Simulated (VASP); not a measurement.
Ir4O: single point with PBE

The system is Ir4O, a slab with vacuum.

```
Ir O
1.0
     2.73676    0.00000    0.00000
     0.00000    3.87036    0.00000
     0.00000    0.00000   19.45994
Ir O
4 1
Direct
  0.50000 0.50000 0.20555
  0.00000 0.00000 0.27587
  0.50000 0.50000 0.34543
  0.00000 0.00000 0.40904
  0.00000 0.00000 0.49816
```

- Program: VASP 6.6.1
- Task: single point
- Functional: PBE
- Potentials or basis: VASP PAW PBE potentials, release 64 (Ir_sv_GW, O)
- Cutoff: 520 eV
- k mesh: 10 × 7 × 1
- Occupations: gaussian, width 0.1 eV
- Spin: no spin polarisation
- Dipole correction: yes
- Further INCAR settings: ALGO = Normal; EDIFF = 1e-06; NBANDS = 45; NELMDL = -8

* Largest force: 2.185 eV/Å
* Band gap on the k mesh: zero (bands 37 and 38 overlap by 1.04 eV)

Forces in eV/Å, atoms in the order of the input:
```
Ir   0.000  0.000  0.925
Ir   0.000  0.000 -2.185
Ir   0.000  0.000 -0.037
Ir   0.000  0.000  1.054
O    0.000  0.000  0.243
```

Levels at points of the mesh, in eV from the Fermi level:
| k point | band 34 | band 35 | band 36 | band 37 | band 38 | band 39 | band 40 | band 41 |
| --- | --- | --- | --- | --- | --- | --- | --- | --- |
| (0.00, 0.00, 0.00) | -1.64 | -1.31 | -0.93 | 0.01 | 0.09 | 0.12 | 0.41 | 0.91 |
| (0.50, 0.00, 0.00) | -0.07 | 0.27 | 0.30 | 0.62 | 1.04 | 1.15 | 1.83 | 2.79 |

It took 8.8 min on 1 thread of Intel(R) Xeon(R) Platinum 8375C CPU @ 2.90GHz (Ice Lake) (shared host), peak memory 0.4 GiB.

Caveat: spin-orbit coupling is left out, which moves the levels of the heavy elements.
